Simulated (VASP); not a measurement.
# Bi2Se3 (R-3m) in VASP: notebook

The runs below take Bi2Se3 through single point, with PBEsol.

All numbers are computed with VASP 6.6.1; they aren't measurements. Logs are shortened: lines on timing, memory, paths and dates and some standing lists are left out, and cuts for length are marked.

**1. The cell of the first run**

Symmetry: R-3m, No. 166, trigonal system. The conventional cell has a = 4.143 Å, b = 4.143 Å, c = 29.781 Å, α = 90.00°, β = 90.00°, γ = 120.00°. Within 3.8 Å of Bi (site symmetry 3m) lie 6 Se at 2.89 to 3.12 Å. Se (site symmetry -3m) has 6 Bi at 3.12 Å and 12 Se at 4.14 to 4.34 Å within 4.4 Å. Se (site symmetry 3m) has 3 Bi at 2.89 Å and 3 Se at 3.59 Å within 3.8 Å.

**2. Single point, PBEsol (strain +0.000 along x and y, +0.040 along z)**

Contents of INCAR:

```
SYSTEM = Bi2Se3
PREC     = Accurate       ! precision mode
ENCUT    = 520            ! plane-wave cutoff, eV
EDIFF    = 1E-6           ! SCF threshold, eV
ISMEAR   = 0              ! smearing method
SIGMA    = 0.03           ! smearing width, eV
LREAL    = .False.        ! projectors in reciprocal space
LASPH    = .True.         ! aspherical terms in the spheres
NELM     = 80             ! most SCF steps
ALGO     = Normal         ! electronic algorithm
ISIF     = 2              ! what is computed and relaxed
LWAVE    = .False.        ! write WAVECAR
LCHARG   = .False.        ! write CHGCAR
GGA      = PS             ! functional
NBANDS   = 32             ! bands
```

Contents of KPOINTS:

```
Automatic mesh
0
Gamma
  12 12 12
  0 0 0
```

Contents of POSCAR:

```
Bi2Se3
1.0
    2.0714992968      1.1959806766      9.9271432000
   -2.0714992968      1.1959806766      9.9271432000
    0.0000000000     -2.3919613533      9.9271432000
Bi Se
2 3
Direct
    0.4008000000      0.4008000000      0.4008000000
    0.5992000000      0.5992000000      0.5992000000
    0.0000000000      0.0000000000      0.0000000000
    0.2117000000      0.2117000000      0.2117000000
    0.7883000000      0.7883000000      0.7883000000
```

Potentials or basis: VASP PAW PBE potentials, release 64 (Bi_d, Se).

The run is started by

```console
> cat potpaw_PBE.64/Bi_d/POTCAR potpaw_PBE.64/Se/POTCAR > POTCAR
> mpirun -np 1 vasp_std > vasp.out
```

OUTCAR:

```text
SYSTEM = Bi2Se3
   PREC = Accurate
   ENCUT = 520
   EDIFF = 1E-6
   ISMEAR = 0
   LREAL = .False.
   LASPH = .True.
   NELM = 80
   ISIF = 2
   GGA = PS

 ion  position               nearest neighbor table
   1  0.401  0.401  0.401-   5 2.89   5 2.89   5 2.89   3 3.12   3 3.12   3 3.12
   2  0.599  0.599  0.599-   4 2.89   4 2.89   4 2.89   3 3.12   3 3.12   3 3.12
   3  0.000  0.000  0.000-   2 3.12   1 3.12   2 3.12   2 3.12   1 3.12   1 3.12
   4  0.212  0.212  0.212-   2 2.89   2 2.89   2 2.89
   5  0.788  0.788  0.788-   1 2.89   1 2.89   1 2.89

  LATTYP: Found a trigonal (rhomboedric) cell.
 ALAT       =    10.2112512078
 COS(alpha) =     0.9176920746

  Lattice vectors:

 A1 = (   2.0714992968,   1.1959806766,   9.9271432000)
 A2 = (  -2.0714992968,   1.1959806766,   9.9271432000)
 A3 = (   0.0000000000,  -2.3919613533,   9.9271432000)

Analysis of symmetry for initial positions (statically):
=====================================================================
 Subroutine PRICEL returns:
 Original cell was already a primitive cell.

 Routine SETGRP: Setting up the symmetry group for a
 trigonal (rhombohedral) supercell.

 Subroutine GETGRP returns: Found 12 space group operations
 (whereof 12 operations were pure point group operations)
 out of a pool of 12 trial point group operations.

The static configuration has the point symmetry D_3d.

Analysis of symmetry for dynamics (positions and initial velocities):
=====================================================================
 Subroutine PRICEL returns:
 Original cell was already a primitive cell.

 Routine SETGRP: Setting up the symmetry group for a
 trigonal (rhombohedral) supercell.

 Subroutine GETGRP returns: Found 12 space group operations
 (whereof 12 operations were pure point group operations)
 out of a pool of 12 trial point group operations.

The dynamic configuration has the point symmetry D_3d.

 Subroutine INISYM returns: Found 12 space group operations
 (whereof 12 operations are pure point group operations),
 and found     1 'primitive' translations

----------------------------------------------------------------------------------------

                                     Primitive cell

  volume of cell :     147.5654

  direct lattice vectors                    reciprocal lattice vectors
     2.071499297  1.195980677  9.927143200     0.241371069  0.139355652  0.033577972
    -2.071499297  1.195980677  9.927143200    -0.241371069  0.139355652  0.033577972
     0.000000000 -2.391961353  9.927143200     0.000000000 -0.278711303  0.033577972

  length of vectors
    10.211251208 10.211251208 10.211251208     0.280726684  0.280726684  0.280726684

  position of ions in fractional coordinates (direct lattice)
     0.400800000  0.400800000  0.400800000
     0.599200000  0.599200000  0.599200000
     0.000000000  0.000000000  0.000000000
     0.211700000  0.211700000  0.211700000
     0.788300000  0.788300000  0.788300000

  ion indices of the primitive-cell ions
   primitive index   ion index
                 1           1
                 2           2
                 3           3
                 4           4
                 5           5

----------------------------------------------------------------------------------------

 KPOINTS: Automatic mesh

Automatic generation of k-mesh.
 Grid dimensions read from file:
 generate k-points for:   12   12   12

 Generating k-lattice:

  Cartesian coordinates                     Fractional coordinates (reciprocal lattice)
     0.020114256  0.011612971  0.002798164     0.083333333  0.000000000  0.000000000
    -0.020114256  0.011612971  0.002798164     0.000000000  0.083333333  0.000000000
     0.000000000 -0.023225942  0.002798164     0.000000000  0.000000000  0.083333333

  Length of vectors
     0.023393890  0.023393890  0.023393890

  Shift w.r.t. Gamma in fractional coordinates (k-lattice)
     0.000000000  0.000000000  0.000000000

 Subroutine IBZKPT returns following result:
 ===========================================

 Found    189 irreducible k-points:

 Following reciprocal coordinates:
            Coordinates               Weight
  0.000000  0.000000  0.000000      1.000000
  0.083333 -0.000000 -0.000000      6.000000
  0.166667 -0.000000  0.000000      6.000000
  0.250000 -0.000000  0.000000      6.000000
  0.333333 -0.000000  0.000000      6.000000
  0.416667 -0.000000  0.000000      6.000000
[... 16 lines left out ...]
  0.500000  0.166667 -0.000000     12.000000
 -0.416667  0.166667 -0.000000     12.000000
 [... further k-points ...]
   k-points           NKPTS =    189   k-points in BZ     NKDIM =    189   number of bands    NBANDS=     32
   number of dos      NEDOS =    301   number of ions     NIONS =      5
   total plane-waves  NPLWV = 512000
   dimension x,y,z NGX =    80 NGY =   80 NGZ =   80
   dimension x,y,z NGXF=   160 NGYF=  160 NGZF=  160
   ions per type =               2   3
   NGX,Y,Z   is equivalent  to a cutoff of  13.02, 13.02, 13.02 a.u.
   NGXF,Y,Z  is equivalent  to a cutoff of  26.05, 26.05, 26.05 a.u.
 SYSTEM =  Bi2Se3
   PREC   = accura    normal or accurate (medium, high low for compatibility)
   ISTART =      0    job   : 0-new  1-cont  2-samecut
   ICHARG =      2    charge: 1-file 2-atom 10-const
   ISPIN  =      1    spin polarized calculation?
   LNONCOLLINEAR =      F non collinear calculations
   LSORBIT =      F    spin-orbit coupling
   LASPH  =      T    aspherical Exc in radial PAW
   ENCUT  =  520.0 eV  38.22 Ry    6.18 a.u.  18.99 18.99 18.99*2*pi/ulx,y,z
   NELM   =     80;   NELMIN=  2; NELMDL= -5     # of ELM steps
   EDIFF  = 0.1E-05   stopping-criterion for ELM
   LREAL  =      F    real-space projection
   EDIFFG = 0.1E-04   stopping-criterion for IOM
   NSW    =      0    number of steps for IOM
   IBRION =     -1    ionic relax: 0-MD 1-quasi-New 2-CG
   NFREE  =      0    steps in history (QN), initial steepest desc. (CG)
   ISIF   =      2    stress and relaxation
   ISYM   =      2    0-nonsym 1-usesym 2-fastsym
   POTIM  = 0.5000    time-step for ionic-motion
   TEBEG  =    0.0;   TEEND  =   0.0 temperature during run
   PSTRESS=    0.0 pullay stress
   NELECT =      48.0000    total number of electrons
   NUPDOWN=      -1.0000    fix difference up-down
   EMIN   =  10.00;   EMAX   =-10.00  energy-range for DOS
   EFERMI =   0.00;   METHOD = LEGACY
   ISMEAR =     0;   SIGMA  =   0.03  broadening in eV -4-tet -1-fermi 0-gaus
   EFERMI_NEDOS =   21; number of points for ismear=-14 and -15
   IALGO  =     38    algorithm
   IMIX   =      4    mixing-type and parameters
     AMIX     =   0.40;   BMIX     =  1.00
     AMIX_MAG =   1.60;   BMIX_MAG =  1.00
  volume/ion in A,a.u.               =      29.51       199.16
  Fermi-wavevector in a.u.,A,eV,Ry     =   1.125884  2.127613 17.246954  1.267615
  Thomas-Fermi vector in A             =   2.262563
   LORBIT       =      0    0 simple, 1 ext, 2 COOP (PROOUT), +10 PAW based schemes
   GGA     = PS    functional components
   LHFCALC =     F    Hartree Fock is set to
   AEXX    =    0.0000 exact exchange contribution
   IVDW    =     0    specifies the selected vdW correction
   LEPSILON=     F    determine dielectric tensor
   LRPA    =     F    only Hartree local field effects (RPA)
 non-spin polarized calculation
 Gauss-broadening in eV      SIGMA  =   0.03
  energy-cutoff  :      520.00
  volume of cell :      147.57
 maximum number of plane-waves:      4003
 NGX is ok and might be reduce to    80
   NGX = 37   NGY = 37   NGZ = 37

 number of electron      48.0000001 magnetization

 Free energy of the ion-electron system (eV)
  ---------------------------------------------------
  ext. energy  EPLUGINS =         0.00000000
  ---------------------------------------------------
  free energy    TOTEN  =       -21.98138868 eV

  energy without entropy =      -21.98138868  energy(sigma->0) =      -21.98138868

 E-fermi :   4.5285     XC(G=0):  -9.5041

 val. band max:        4.3973011535   @ k =   0.0000   0.0000   0.0000
 cond. band min:       4.6849189189   @ k =   0.0000   0.0000   0.0000
 fundamental gap:      0.2876177654
 Fermi energy:         4.5285289091

 k-point     1 :       0.0000    0.0000    0.0000
  band No.  band energies     occupation
      1     -18.6328      2.00000
      2     -18.6328      2.00000
      3     -18.6319      2.00000
      4     -18.6319      2.00000
      5     -18.6196      2.00000
      6     -18.6174      2.00000
[... 24 lines left out ...]
     31      10.0473      0.00000
     32      11.1568      0.00000

 k-point     2 :       0.0833   -0.0000   -0.0000
  band No.  band energies     occupation
      1     -18.6334      2.00000
      2     -18.6324      2.00000
      3     -18.6310      2.00000
      4     -18.6301      2.00000
      5     -18.6187      2.00000
      6     -18.6165      2.00000
[... 24 lines left out ...]
     31      10.0555      0.00000
     32      10.6714      0.00000

 k-point     3 :       0.1667   -0.0000    0.0000
  band No.  band energies     occupation
      1     -18.6355      2.00000
      2     -18.6341      2.00000
      3     -18.6263      2.00000
      4     -18.6254      2.00000
      5     -18.6162      2.00000
      6     -18.6138      2.00000
[... 24 lines left out ...]
     31       9.5573      0.00000
     32      10.4457      0.00000

 k-point     4 :       0.2500   -0.0000    0.0000
  band No.  band energies     occupation
      1     -18.6389      2.00000
      2     -18.6370      2.00000
      3     -18.6201      2.00000
      4     -18.6191      2.00000
      5     -18.6176      2.00000
      6     -18.6147      2.00000
[... 24 lines left out ...]
     31       8.9996      0.00000
     32      10.6645      0.00000

 k-point     5 :       0.3333   -0.0000    0.0000
  band No.  band energies     occupation
      1     -18.6429      2.00000
      2     -18.6404      2.00000
      3     -18.6211      2.00000
      4     -18.6177      2.00000
      5     -18.6155      2.00000
      6     -18.6140      2.00000
[... 584 lines left out ...]
     31       9.6674      0.00000
     32       9.6988      0.00000

 k-point    22 :       0.4167    0.1667    0.0000
  band No.  band energies     occupation
      1     -18.6388      2.00000
      2     -18.6367      2.00000
      3     -18.6194      2.00000
      4     -18.6193      2.00000
      5     -18.6181      2.00000
      6     -18.6169      2.00000
[... 24 lines left out ...]
     31       9.4883      0.00000
     32      10.2949      0.00000

 k-point    23 :       0.5000    0.1667   -0.0000
  band No.  band energies     occupation
      1     -18.6405      2.00000
      2     -18.6380      2.00000
      3     -18.6209      2.00000
      4     -18.6192      2.00000
      5     -18.6179      2.00000
      6     -18.6154      2.00000
[... 24 lines left out ...]
     31       9.4406      0.00000
     32      10.1774      0.00000

 k-point    24 :      -0.4167    0.1667   -0.0000
  band No.  band energies     occupation
      1     -18.6412      2.00000
      2     -18.6386      2.00000
      3     -18.6214      2.00000
      4     -18.6189      2.00000
      5     -18.6186      2.00000
      6     -18.6151      2.00000
[... 24 lines left out ...]
     31       9.3321      0.00000
     32      10.2006      0.00000

 [... further k-points ...]

------------------------ aborting loop because EDIFF is reached ----------------------------------------

  FORCE on cell =-STRESS in cart. coord.  units (eV):
  Direction    XX          YY          ZZ          XY          YZ          ZX
  --------------------------------------------------------------------------------------
  -------------------------------------------------------------------------------------
  Total       -1.8402145     -1.8402145     -3.2540233      0.0000000      0.0000000      0.0000000
  in kB      -19.9799568    -19.9799568    -35.3302536      0.0000000      0.0000000      0.0000000
  external PRESSURE =     -25.0967224 kB  Pullay stress =       0.0000000 kB

 VOLUME and BASIS-vectors are now :
 -----------------------------------------------------------------------------
  energy-cutoff  :      520.00
  volume of cell :      147.57
      direct lattice vectors                 reciprocal lattice vectors
     2.071499297  1.195980677  9.927143200     0.241371069  0.139355652  0.033577972
    -2.071499297  1.195980677  9.927143200    -0.241371069  0.139355652  0.033577972
     0.000000000 -2.391961353  9.927143200     0.000000000 -0.278711303  0.033577972

 POSITION                                       TOTAL-FORCE (eV/Angst)
 -----------------------------------------------------------------------------------
      0.00000     -0.00000     11.93640         0.000000      0.000000     -0.070013
      0.00000     -0.00000     17.84503         0.000000     -0.000000      0.070013
      0.00000      0.00000      0.00000         0.000000      0.000000      0.000000
      0.00000     -0.00000      6.30473         0.000000     -0.000000      0.327456
      0.00000     -0.00000     23.47670         0.000000      0.000000     -0.327456
 -----------------------------------------------------------------------------------
    total drift:                                0.000000      0.000000     -0.000000

  FREE ENERGIE OF THE ION-ELECTRON SYSTEM (eV)
  ---------------------------------------------------
  free  energy   TOTEN  =       -21.9813886789 eV

  energy  without entropy=      -21.9813886789  energy(sigma->0) =      -21.98138868
```

It took 1.5 h on 1 thread of Oxide Virtual Turin-like, shared host; peak memory 1.4 GiB.

What came out:

```
Free energy            : -21.9814 eV
Pressure               : -2.5 GPa
Largest force          : 0.327 eV/Å
Band gap on the k mesh : 0.29 eV
```

Forces in eV/Å, atoms in the order of the input:
```
Bi   0.000  0.000 -0.070
Bi   0.000  0.000  0.070
Se   0.000  0.000  0.000
Se   0.000  0.000  0.327
Se   0.000  0.000 -0.327
```

Stress tensor (GPa, compression positive):
```
-2.00  0.00  0.00
 0.00 -2.00  0.00
 0.00  0.00 -3.53
```

Levels at points of the mesh, in eV from the valence-band top:
```csv
k point,band 21,band 22,band 23,band 24,band 25,band 26,band 27,band 28
"(0.00, 0.00, 0.00)",-1.64,-1.01,-1.01,0.00,0.29,1.50,1.50,2.16
"(0.50, 0.00, 0.00)",-2.80,-2.14,-1.13,-0.62,0.78,1.87,2.78,2.82
"(0.50, 0.50, 0.00)",-1.94,-1.79,-1.46,-1.17,1.15,1.82,2.44,2.80
"(0.50, 0.50, 0.50)",-1.45,-1.13,-1.13,-0.53,0.72,1.75,1.75,2.07
```

Caveat: the cell differs from its parent crystal (strain +0.000 along x and y, +0.040 along z); the PAW data sets were made with another functional, which shifts forces and pressure a little; spin-orbit coupling is left out, which moves the levels of the heavy elements. A k mesh can miss the band edges.

**3. Single point, PBEsol (strain +0.000 along x and y, +0.080 along z)**

Contents of INCAR:

```
PREC = Accurate
ENCUT = 520
EDIFF = 1E-6
ISMEAR = 0
SIGMA = 0.03
LREAL = False
LASPH = True
NELM = 60
ALGO = Normal
ISIF = 2
LWAVE = False
LCHARG = False
GGA = PS
NBANDS = 32
```

Contents of KPOINTS:

```
regular mesh
0
Gamma
  12 12 12
```

Edit POSCAR of step 2 so:

```diff
@@ -2,5 +2,5 @@
 1.0
-    2.0714992968      1.1959806766      9.9271432000
-   -2.0714992968      1.1959806766      9.9271432000
-    0.0000000000     -2.3919613533      9.9271432000
+    2.0714992968      1.1959806766     10.3089564000
+   -2.0714992968      1.1959806766     10.3089564000
+    0.0000000000     -2.3919613533     10.3089564000
 Bi Se
```

Potentials or basis: VASP PAW PBE potentials, release 64 (Bi_d, Se).

The run is started by

```console
> cat potpaw_PBE.64/Bi_d/POTCAR potpaw_PBE.64/Se/POTCAR > POTCAR
> mpirun -np 1 vasp_std > vasp.out
```

OUTCAR:

```text
PREC = Accurate
   ENCUT = 520
   EDIFF = 1E-6
   ISMEAR = 0
   LREAL = False
   LASPH = True
   NELM = 60
   ISIF = 2
   GGA = PS

 ion  position               nearest neighbor table
   1  0.401  0.401  0.401-   5 2.92   5 2.92   5 2.92   3 3.17   3 3.17   3 3.17
   2  0.599  0.599  0.599-   4 2.92   4 2.92   4 2.92   3 3.17   3 3.17   3 3.17
   3  0.000  0.000  0.000-   2 3.17   1 3.17   2 3.17   2 3.17   1 3.17   1 3.17
   4  0.212  0.212  0.212-   2 2.92   2 2.92   2 2.92
   5  0.788  0.788  0.788-   1 2.92   1 2.92   1 2.92

  LATTYP: Found a trigonal (rhomboedric) cell.
[... 1043 lines left out ...]
  -------------------------------------------------------------------------------------
  Total       -3.1182640     -3.1182640     -6.1786385      0.0000000      0.0000000      0.0000000
  in kB      -32.6023239    -32.6023239    -64.5993972      0.0000000      0.0000000      0.0000000
  external PRESSURE =     -43.2680150 kB  Pullay stress =       0.0000000 kB

 VOLUME and BASIS-vectors are now :
 -----------------------------------------------------------------------------
  energy-cutoff  :      520.00
  volume of cell :      153.24
      direct lattice vectors                 reciprocal lattice vectors
     2.071499297  1.195980677 10.308956400     0.241371069  0.139355652  0.032334343
    -2.071499297  1.195980677 10.308956400    -0.241371069  0.139355652  0.032334343
     0.000000000 -2.391961353 10.308956400     0.000000000 -0.278711303  0.032334343

 POSITION                                       TOTAL-FORCE (eV/Angst)
 -----------------------------------------------------------------------------------
      0.00000     -0.00000     12.39549         0.000000     -0.000000      0.040024
      0.00000     -0.00000     18.53138         0.000000      0.000000     -0.040024
      0.00000      0.00000      0.00000         0.000000     -0.000000     -0.000000
      0.00000     -0.00000      6.54722         0.000000     -0.000000      0.713883
      0.00000     -0.00000     24.37965         0.000000      0.000000     -0.713883
 -----------------------------------------------------------------------------------
    total drift:                                0.000000      0.000000     -0.000000

  FREE ENERGIE OF THE ION-ELECTRON SYSTEM (eV)
  ---------------------------------------------------
  free  energy   TOTEN  =       -21.8046802676 eV

  energy  without entropy=      -21.8046802676  energy(sigma->0) =      -21.80468027
```

Run time: 1.8 h. Hardware: 1 thread of Oxide Virtual Turin-like, shared host; peak memory 1.4 GiB.

Results:

```yaml
Free_energy: -21.8047 eV
Pressure: -4.3 GPa
Largest_force: 0.714 eV/Å
Band_gap_on_the_k_mesh: 0.43 eV
```

Forces in eV/Å, atoms in the order of the input:
```
Bi   0.000  0.000  0.040
Bi   0.000  0.000 -0.040
Se   0.000  0.000  0.000
Se   0.000  0.000  0.714
Se   0.000  0.000 -0.714
```

Stress tensor (GPa, compression positive):
```
-3.26  0.00  0.00
 0.00 -3.26  0.00
 0.00  0.00 -6.46
```

Caveat: the cell differs from its parent crystal (strain +0.000 along x and y, +0.080 along z); the cell stands under tension; the PAW data sets were made with another functional, which shifts forces and pressure a little; spin-orbit coupling is left out, which moves the levels of the heavy elements.
